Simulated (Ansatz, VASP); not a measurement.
# Hf4C in VASP and in Ansatz

```
Hf C
1.0
    -3.99023    3.99023    1.67678
     3.99023   -3.99023    1.67678
     3.99023    3.99023   -1.67678
Hf C
4 1
Cartesian
  5.8177 0.0000 0.0000
  2.1628 0.0000 0.0000
  0.0000 5.8177 0.0000
  0.0000 2.1628 0.0000
  0.0000 0.0000 0.0000
```

Alike in both runs: functional PBE; k mesh 4 × 4 × 4; occupations gaussian, width 0.2 eV; no spin polarisation.

Ansatz relaxed the structure, and its values are those at the end. VASP's run is a single point on that final structure, the one shown.

|  | VASP | Ansatz |
| --- | --- | --- |
| version | VASP 6.6.1 | Ansatz 0.2.0 |
| potentials or method | VASP PAW PBE potentials, release 64 (Hf_pv, C), cutoff 520 eV | scalar-relativistic, plane waves, PAW |
| valence electrons in the cell | 44 | 108 |

Ansatz gave:

- gap on the k mesh at the Fermi level (eV): none
- pressure (GPa): 0.4
- rms of the force components (eV/Å): 0.005

Question: Which values does VASP return?

Answer: gap on the k mesh at the Fermi level (eV): none; pressure (GPa): 0.0; rms of the force components (eV/Å): 0.008.

A gap of «none» marks a metal or a gap that the smearing closes. The functional is the same, so the differences come from potentials, cutoffs and numerics. VASP's potentials hold 44 valence electrons a cell and Ansatz's 108, so a difference there can come from the potentials and not from the codes.

The k mesh is coarse, so the values compare programs but aren't converged. Spin-orbit coupling is off throughout.
